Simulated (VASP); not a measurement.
# Mg3W (Pm-3m) in VASP: a series of runs

The runs below take Mg3W through single point, relaxation of cell and atoms, with PBE.

Program: VASP 6.6.1. These are calculated values, not measurements. Logs are shortened: lines on timing, memory, paths and dates and some standing lists are left out, and cuts for length are marked.

### Step 1. The cell of the first run

It takes space group Pm-3m (No. 221, cubic). Conventional cell: a = 4.128 Å, b = 4.128 Å, c = 4.128 Å, α = 90.00°, β = 90.00°, γ = 90.00°. Mg (site symmetry 4/mmm) has 8 Mg at 2.92 Å and 4 W at 2.92 Å within 3.8 Å. Within 3.8 Å of W (site symmetry m-3m) lie 12 Mg at 2.92 Å.

### Step 2. Single point, PBE

File INCAR:

```
PREC = Accurate
ENCUT = 520
EDIFF = 1E-6
ISMEAR = 0
SIGMA = 0.1
LREAL = False
LASPH = True
NELM = 80
ALGO = Normal
ISIF = 2
LWAVE = False
LCHARG = False
GGA = PE
NBANDS = 18
```

File KPOINTS:

```
regular mesh
0
Gamma
  4 4 4
```

File POSCAR:

```
Mg3W
1.0
    4.1279820817      0.0000000000      0.0000000000
    0.0000000000      4.1279820817      0.0000000000
    0.0000000000      0.0000000000      4.1279820817
Mg W
3 1
Direct
    0.0000000000      0.5000000000      0.5000000000
    0.5000000000      0.0000000000      0.5000000000
    0.5000000000      0.5000000000      0.0000000000
    0.0000000000      0.0000000000      0.0000000000
```

Potentials or basis: VASP PAW PBE potentials, release 64 (Mg, W_sv).

Launch:

```sh
> cat potpaw_PBE.64/Mg/POTCAR potpaw_PBE.64/W_sv/POTCAR > POTCAR
> mpirun -np 1 vasp_std > vasp.out
```

OUTCAR:

```text
PREC = Accurate
   ENCUT = 520
   EDIFF = 1E-6
   ISMEAR = 0
   LREAL = False
   LASPH = True
   NELM = 80
   ISIF = 2
   GGA = PE

 ion  position               nearest neighbor table
   1  0.000  0.500  0.500-   2 2.92   3 2.92   4 2.92   3 2.92   4 2.92   2 2.92   4 2.92   4 2.92
                             2 2.92   3 2.92   3 2.92   2 2.92
   2  0.500  0.000  0.500-   1 2.92   3 2.92   4 2.92   3 2.92   4 2.92   1 2.92   3 2.92   3 2.92
                             1 2.92   4 2.92   4 2.92   1 2.92
   3  0.500  0.500  0.000-   1 2.92   2 2.92   4 2.92   1 2.92   2 2.92   2 2.92   4 2.92   2 2.92
                             1 2.92   4 2.92   1 2.92   4 2.92
   4  0.000  0.000  0.000-   1 2.92   2 2.92   3 2.92   1 2.92   2 2.92   1 2.92   3 2.92   1 2.92
                             2 2.92   3 2.92   2 2.92   3 2.92

  LATTYP: Found a simple cubic cell.
 ALAT       =     4.1279820817

  Lattice vectors:

 A1 = (   4.1279820817,   0.0000000000,   0.0000000000)
 A2 = (   0.0000000000,   4.1279820817,   0.0000000000)
 A3 = (   0.0000000000,   0.0000000000,   4.1279820817)

Analysis of symmetry for initial positions (statically):
=====================================================================
 Subroutine PRICEL returns:
 Original cell was already a primitive cell.

 Routine SETGRP: Setting up the symmetry group for a
 simple cubic supercell.

 Subroutine GETGRP returns: Found 48 space group operations
[... 9 lines left out ...]

 Routine SETGRP: Setting up the symmetry group for a
 simple cubic supercell.

 Subroutine GETGRP returns: Found 48 space group operations
[... 11 lines left out ...]
                                     Primitive cell

  volume of cell :      70.3418

  direct lattice vectors                    reciprocal lattice vectors
     4.127982082  0.000000000  0.000000000     0.242249114  0.000000000  0.000000000
     0.000000000  4.127982082  0.000000000     0.000000000  0.242249114  0.000000000
     0.000000000  0.000000000  4.127982082     0.000000000  0.000000000  0.242249114

  length of vectors
     4.127982082  4.127982082  4.127982082     0.242249114  0.242249114  0.242249114

  position of ions in fractional coordinates (direct lattice)
     0.000000000  0.500000000  0.500000000
     0.500000000  0.000000000  0.500000000
     0.500000000  0.500000000  0.000000000
     0.000000000  0.000000000  0.000000000

  ion indices of the primitive-cell ions
   primitive index   ion index
                 1           1
                 2           2
                 3           3
                 4           4

----------------------------------------------------------------------------------------

 KPOINTS: regular mesh

Automatic generation of k-mesh.
 Grid dimensions read from file:
 generate k-points for:    4    4    4

 Generating k-lattice:

  Cartesian coordinates                     Fractional coordinates (reciprocal lattice)
     0.060562278  0.000000000  0.000000000     0.250000000  0.000000000  0.000000000
     0.000000000  0.060562278  0.000000000     0.000000000  0.250000000  0.000000000
     0.000000000  0.000000000  0.060562278     0.000000000  0.000000000  0.250000000

  Length of vectors
     0.060562278  0.060562278  0.060562278

  Shift w.r.t. Gamma in fractional coordinates (k-lattice)
     0.000000000  0.000000000  0.000000000

 Subroutine IBZKPT returns following result:
 ===========================================

 Found     10 irreducible k-points:

 Following reciprocal coordinates:
            Coordinates               Weight
  0.000000  0.000000  0.000000      1.000000
  0.250000  0.000000  0.000000      6.000000
  0.500000  0.000000  0.000000      3.000000
  0.250000  0.250000  0.000000     12.000000
  0.500000  0.250000  0.000000     12.000000
  0.500000  0.500000  0.000000      3.000000
  0.250000  0.250000  0.250000      8.000000
  0.500000  0.250000  0.250000     12.000000
  0.500000  0.500000  0.250000      6.000000
  0.500000  0.500000  0.500000      1.000000
   k-points           NKPTS =     10   k-points in BZ     NKDIM =     10   number of bands    NBANDS=     18
   number of dos      NEDOS =    301   number of ions     NIONS =      4
   total plane-waves  NPLWV =  32768
   dimension x,y,z NGX =    32 NGY =   32 NGZ =   32
   dimension x,y,z NGXF=    64 NGYF=   64 NGZF=   64
   ions per type =               3   1
   NGX,Y,Z   is equivalent  to a cutoff of  12.89, 12.89, 12.89 a.u.
   NGXF,Y,Z  is equivalent  to a cutoff of  25.77, 25.77, 25.77 a.u.
 SYSTEM =  unknown system
   PREC   = accura    normal or accurate (medium, high low for compatibility)
   ISTART =      0    job   : 0-new  1-cont  2-samecut
   ICHARG =      2    charge: 1-file 2-atom 10-const
   ISPIN  =      1    spin polarized calculation?
   LNONCOLLINEAR =      F non collinear calculations
   LSORBIT =      F    spin-orbit coupling
   LASPH  =      T    aspherical Exc in radial PAW
   ENCUT  =  520.0 eV  38.22 Ry    6.18 a.u.   7.68  7.68  7.68*2*pi/ulx,y,z
   NELM   =     80;   NELMIN=  2; NELMDL= -5     # of ELM steps
   EDIFF  = 0.1E-05   stopping-criterion for ELM
   LREAL  =      F    real-space projection
   EDIFFG = 0.1E-04   stopping-criterion for IOM
   NSW    =      0    number of steps for IOM
   IBRION =     -1    ionic relax: 0-MD 1-quasi-New 2-CG
   NFREE  =      0    steps in history (QN), initial steepest desc. (CG)
   ISIF   =      2    stress and relaxation
   ISYM   =      2    0-nonsym 1-usesym 2-fastsym
   POTIM  = 0.5000    time-step for ionic-motion
   TEBEG  =    0.0;   TEEND  =   0.0 temperature during run
   PSTRESS=    0.0 pullay stress
   NELECT =      20.0000    total number of electrons
   NUPDOWN=      -1.0000    fix difference up-down
   EMIN   =  10.00;   EMAX   =-10.00  energy-range for DOS
   EFERMI =   0.00;   METHOD = LEGACY
   ISMEAR =     0;   SIGMA  =   0.10  broadening in eV -4-tet -1-fermi 0-gaus
   EFERMI_NEDOS =   21; number of points for ismear=-14 and -15
   IALGO  =     38    algorithm
   IMIX   =      4    mixing-type and parameters
     AMIX     =   0.40;   BMIX     =  1.00
     AMIX_MAG =   1.60;   BMIX_MAG =  1.00
  volume/ion in A,a.u.               =      17.59       118.67
  Fermi-wavevector in a.u.,A,eV,Ry     =   1.076499  2.034288 15.767117  1.158850
  Thomas-Fermi vector in A             =   2.212385
   LORBIT       =      0    0 simple, 1 ext, 2 COOP (PROOUT), +10 PAW based schemes
   GGA     = PE    functional components
   LHFCALC =     F    Hartree Fock is set to
   AEXX    =    0.0000 exact exchange contribution
   IVDW    =     0    specifies the selected vdW correction
   LEPSILON=     F    determine dielectric tensor
   LRPA    =     F    only Hartree local field effects (RPA)
 non-spin polarized calculation
 Gauss-broadening in eV      SIGMA  =   0.10
  energy-cutoff  :      520.00
  volume of cell :       70.34
 maximum number of plane-waves:      1924
 NGX is ok and might be reduce to    32
   NGX = 15   NGY = 15   NGZ = 15

 number of electron      20.0000002 magnetization

 Free energy of the ion-electron system (eV)
  ---------------------------------------------------
  ext. energy  EPLUGINS =         0.00000000
  ---------------------------------------------------
  free energy    TOTEN  =       -15.33253453 eV

  energy without entropy =      -15.32326354  energy(sigma->0) =      -15.32789903

 E-fermi :   4.9434     XC(G=0): -10.2985

 val. band max:        4.9207641523   @ k =   0.5000   0.5000   0.2500
 cond. band min:       5.0054767466   @ k =   0.0000   0.0000   0.0000
 fundamental gap:      0.0847125943
 Fermi energy:         4.9433722485

 k-point     1 :       0.0000    0.0000    0.0000
  band No.  band energies     occupation
      1     -68.6225      2.00000
      2     -32.8108      2.00000
      3     -32.8108      2.00000
      4     -32.8108      2.00000
      5      -2.7629      2.00000
      6       2.9273      2.00000
[... 10 lines left out ...]
     17      13.6373      0.00000
     18      13.6373      0.00000

 k-point     2 :       0.2500    0.0000    0.0000
  band No.  band energies     occupation
      1     -68.6225      2.00000
      2     -32.8161      2.00000
      3     -32.8106      2.00000
      4     -32.8106      2.00000
      5      -2.1547      2.00000
      6       1.9571      2.00000
[... 10 lines left out ...]
     17      12.1139      0.00000
     18      12.4301      0.00000

 k-point     3 :       0.5000    0.0000    0.0000
  band No.  band energies     occupation
      1     -68.6224      2.00000
      2     -32.8214      2.00000
      3     -32.8104      2.00000
      4     -32.8104      2.00000
      5      -0.6880      2.00000
      6      -0.1450      2.00000
[... 10 lines left out ...]
     17      10.4949      0.00000
     18      11.8975      0.00000

 k-point     4 :       0.2500    0.2500    0.0000
  band No.  band energies     occupation
      1     -68.6225      2.00000
      2     -32.8159      2.00000
      3     -32.8156      2.00000
      4     -32.8104      2.00000
      5      -1.5611      2.00000
      6       2.0837      2.00000
[... 10 lines left out ...]
     17      12.3954      0.00000
     18      12.8725      0.00000

 k-point     5 :       0.5000    0.2500    0.0000
  band No.  band energies     occupation
      1     -68.6224      2.00000
      2     -32.8208      2.00000
      3     -32.8153      2.00000
      4     -32.8101      2.00000
      5      -0.0484      2.00000
      6       0.2008      2.00000
[... 10 lines left out ...]
     17      12.2793      0.00000
     18      13.1041      0.00000

 k-point     6 :       0.5000    0.5000    0.0000
  band No.  band energies     occupation
      1     -68.6224      2.00000
      2     -32.8203      2.00000
      3     -32.8203      2.00000
      4     -32.8099      2.00000
      5       0.7728      2.00000
      6       1.2428      2.00000
[... 10 lines left out ...]
     17      11.0605      0.00000
     18      13.6104      0.00000

 k-point     7 :       0.2500    0.2500    0.2500
  band No.  band energies     occupation
      1     -68.6224      2.00000
      2     -32.8157      2.00000
      3     -32.8152      2.00000
      4     -32.8152      2.00000
      5      -0.9848      2.00000
      6       2.5966      2.00000
[... 10 lines left out ...]
     17      12.0602      0.00000
     18      13.3466      0.00000

 k-point     8 :       0.5000    0.2500    0.2500
  band No.  band energies     occupation
      1     -68.6223      2.00000
      2     -32.8203      2.00000
      3     -32.8151      2.00000
      4     -32.8147      2.00000
      5       0.5728      2.00000
      6       0.5861      2.00000
[... 10 lines left out ...]
     17      11.9378      0.00000
     18      14.0884      0.00000

 k-point     9 :       0.5000    0.5000    0.2500
  band No.  band energies     occupation
      1     -68.6223      2.00000
      2     -32.8197      2.00000
      3     -32.8197      2.00000
      4     -32.8145      2.00000
      5       1.2363      2.00000
      6       2.0575      2.00000
[... 10 lines left out ...]
     17      10.2526      0.00000
     18      15.2210      0.00000

 k-point    10 :       0.5000    0.5000    0.5000
  band No.  band energies     occupation
      1     -68.6223      2.00000
      2     -32.8191      2.00000
      3     -32.8191      2.00000
      4     -32.8191      2.00000
      5       2.2080      2.00000
      6       2.2080      2.00000
[... 10 lines left out ...]
     17       9.6327      0.00000
     18      18.2824      0.00000

------------------------ aborting loop because EDIFF is reached ----------------------------------------

  FORCE on cell =-STRESS in cart. coord.  units (eV):
  Direction    XX          YY          ZZ          XY          YZ          ZX
  --------------------------------------------------------------------------------------
  -------------------------------------------------------------------------------------
  Total        1.9418787      1.9418787      1.9418787     -0.0000000     -0.0000000      0.0000000
  in kB       44.2302384     44.2302384     44.2302384     -0.0000000     -0.0000000      0.0000000
  external PRESSURE =      44.2302384 kB  Pullay stress =       0.0000000 kB

 VOLUME and BASIS-vectors are now :
 -----------------------------------------------------------------------------
  energy-cutoff  :      520.00
  volume of cell :       70.34
      direct lattice vectors                 reciprocal lattice vectors
     4.127982082  0.000000000  0.000000000     0.242249114  0.000000000  0.000000000
     0.000000000  4.127982082  0.000000000     0.000000000  0.242249114  0.000000000
     0.000000000  0.000000000  4.127982082     0.000000000  0.000000000  0.242249114

 POSITION                                       TOTAL-FORCE (eV/Angst)
 -----------------------------------------------------------------------------------
      0.00000      2.06399      2.06399         0.000000      0.000000      0.000000
      2.06399      0.00000      2.06399         0.000000      0.000000      0.000000
      2.06399      2.06399      0.00000         0.000000      0.000000      0.000000
      0.00000      0.00000      0.00000         0.000000      0.000000      0.000000
 -----------------------------------------------------------------------------------
    total drift:                                0.000000      0.000000      0.000000

  FREE ENERGIE OF THE ION-ELECTRON SYSTEM (eV)
  ---------------------------------------------------
  free  energy   TOTEN  =       -15.3325345339 eV

  energy  without entropy=      -15.3232635360  energy(sigma->0) =      -15.32789903
```

It took 8.1 s on 1 thread of AMD EPYC 9R45 (Zen 5), shared host; peak memory 0.15 GiB.

What came out:

```yaml
Free_energy: -15.3325 eV
Pressure: 4.4 GPa
Band_gap_on_the_k_mesh: zero (band 10 reaches 5.18 eV, above the bottom of band 11 at 4.15 eV)
```

Caveat: the k points lie up to 0.38 Å⁻¹ apart; spin-orbit coupling is left out, which moves the levels of the heavy elements.

### Step 3. Single point, PBE

This run uses another cell than the first one, of 18.58 Å³/atom, 1.056 times its volume.

Changes to INCAR since step 2:

```diff
@@ -2,3 +2,3 @@
 ENCUT = 520
-EDIFF = 1E-6
+EDIFF = 1E-7
 ISMEAR = 0
@@ -7,3 +7,3 @@
 LASPH = True
-NELM = 80
+NELM = 100
 ALGO = Normal
```

File KPOINTS:

```
Automatic mesh
0
Gamma
  4 4 4
```

File POSCAR:

```
Mg3W
1.0
    4.2042795234      0.0000000000      0.0000000000
    0.0000000000      4.2042795234      0.0000000000
    0.0000000000      0.0000000000      4.2042795234
Mg W
3 1
Direct
    0.0000000000      0.5000000000      0.5000000000
    0.5000000000      0.0000000000      0.5000000000
    0.5000000000      0.5000000000      0.0000000000
    0.0000000000      0.0000000000      0.0000000000
```

Potentials or basis: VASP PAW PBE potentials, release 64 (Mg, W_sv).

Launch:

```sh
> cat potpaw_PBE.64/Mg/POTCAR potpaw_PBE.64/W_sv/POTCAR > POTCAR
> mpirun -np 1 vasp_std > vasp.out
```

OUTCAR:

```text
PREC = Accurate
   ENCUT = 520
   EDIFF = 1E-7
   ISMEAR = 0
   LREAL = False
   LASPH = True
   NELM = 100
   ISIF = 2
   GGA = PE

 ion  position               nearest neighbor table
   1  0.000  0.500  0.500-   2 2.97   3 2.97   4 2.97   3 2.97   4 2.97   2 2.97   4 2.97   4 2.97
                             2 2.97   3 2.97   3 2.97   2 2.97
   2  0.500  0.000  0.500-   1 2.97   3 2.97   4 2.97   3 2.97   4 2.97   1 2.97   3 2.97   3 2.97
                             1 2.97   4 2.97   4 2.97   1 2.97
   3  0.500  0.500  0.000-   1 2.97   2 2.97   4 2.97   1 2.97   2 2.97   2 2.97   4 2.97   2 2.97
[... 399 lines left out ...]
  -------------------------------------------------------------------------------------
  Total       -0.1631517     -0.1631517     -0.1631517      0.0000000      0.0000000     -0.0000000
  in kB       -3.5174457     -3.5174457     -3.5174457      0.0000000      0.0000000     -0.0000000
  external PRESSURE =      -3.5174457 kB  Pullay stress =       0.0000000 kB

 VOLUME and BASIS-vectors are now :
 -----------------------------------------------------------------------------
  energy-cutoff  :      520.00
  volume of cell :       74.31
      direct lattice vectors                 reciprocal lattice vectors
     4.204279523  0.000000000  0.000000000     0.237852882  0.000000000  0.000000000
     0.000000000  4.204279523  0.000000000     0.000000000  0.237852882  0.000000000
     0.000000000  0.000000000  4.204279523     0.000000000  0.000000000  0.237852882

 POSITION                                       TOTAL-FORCE (eV/Angst)
 -----------------------------------------------------------------------------------
      0.00000      2.10214      2.10214         0.000000      0.000000      0.000000
      2.10214      0.00000      2.10214         0.000000      0.000000      0.000000
      2.10214      2.10214      0.00000         0.000000      0.000000      0.000000
      0.00000      0.00000      0.00000         0.000000      0.000000      0.000000
 -----------------------------------------------------------------------------------
    total drift:                                0.000000      0.000000      0.000000

  FREE ENERGIE OF THE ION-ELECTRON SYSTEM (eV)
  ---------------------------------------------------
  free  energy   TOTEN  =       -15.3808144541 eV

  energy  without entropy=      -15.3712970608  energy(sigma->0) =      -15.37605576
```

OSZICAR:

```text
N       E                     dE             d eps       ncg     rms          rms(c)
DAV:   1     0.106028433195E+03    0.10603E+03   -0.91552E+03   360   0.100E+03
DAV:   2    -0.127465343264E+02   -0.11877E+03   -0.11584E+03   460   0.261E+02
DAV:   3    -0.160878569307E+02   -0.33413E+01   -0.31351E+01   446   0.388E+01
DAV:   4    -0.161247304251E+02   -0.36873E-01   -0.36821E-01   424   0.445E+00
DAV:   5    -0.161252657451E+02   -0.53532E-03   -0.53530E-03   450   0.575E-01    0.106E+01
DAV:   6    -0.156143067540E+02    0.51096E+00   -0.42114E+00   386   0.114E+01    0.253E+00
DAV:   7    -0.154294016868E+02    0.18491E+00   -0.66572E-01   378   0.412E+00    0.225E+00
DAV:   8    -0.153824081372E+02    0.46994E-01   -0.11466E-01   392   0.222E+00    0.350E-01
DAV:   9    -0.153810487020E+02    0.13594E-02   -0.47908E-03   398   0.409E-01    0.229E-01
DAV:  10    -0.153808279786E+02    0.22072E-03   -0.67540E-04   378   0.175E-01    0.416E-02
DAV:  11    -0.153808168702E+02    0.11108E-04   -0.58604E-05   408   0.641E-02    0.231E-02
DAV:  12    -0.153808144867E+02    0.23835E-05   -0.55203E-06   406   0.131E-02    0.159E-03
DAV:  13    -0.153808144541E+02    0.32652E-07   -0.20842E-07   376   0.329E-03
   1 F= -.15380814E+02 E0= -.15376056E+02  d E =-.951739E-02
```

stdout:

```text
POSCAR found type information on POSCAR MgW
 POSCAR found :  2 types and       4 ions
 scaLAPACK will be used
 LDA part: xc-table for (Slater+PW92), standard interpolation
 POSCAR, INCAR and KPOINTS ok, starting setup
 FFT: planning ... GRIDC
 FFT: planning ... GRID_SOFT
 FFT: planning ... GRID
 WAVECAR not read
 entering main loop
```

Run time: 8.2 s. Hardware: 1 thread of AMD EPYC 9R45 (Zen 5), shared host; peak memory 0.15 GiB.

What came out:

* Free energy: -15.3808 eV
* Pressure: -0.4 GPa
* Band gap on the k mesh: zero (band 10 reaches 4.77 eV, above the bottom of band 11 at 3.75 eV)

Levels at points of the mesh, in eV from the Fermi level:
```csv
k point,band 8,band 9,band 10,band 11,band 12,band 13
"(0.00, 0.00, 0.00)",0.06,0.06,0.06,0.79,0.79,0.79
"(0.50, 0.00, 0.00)",-1.06,-1.06,0.22,0.75,2.90,3.03
"(0.50, 0.50, 0.00)",-2.68,-0.67,-0.67,0.47,0.99,1.45
"(0.50, 0.50, 0.50)",-1.63,-0.80,-0.80,-0.80,-0.61,1.01
```

Caveat: the k points lie up to 0.37 Å⁻¹ apart; spin-orbit coupling is left out, which moves the levels of the heavy elements.

(Continued in part 2 of 2.)
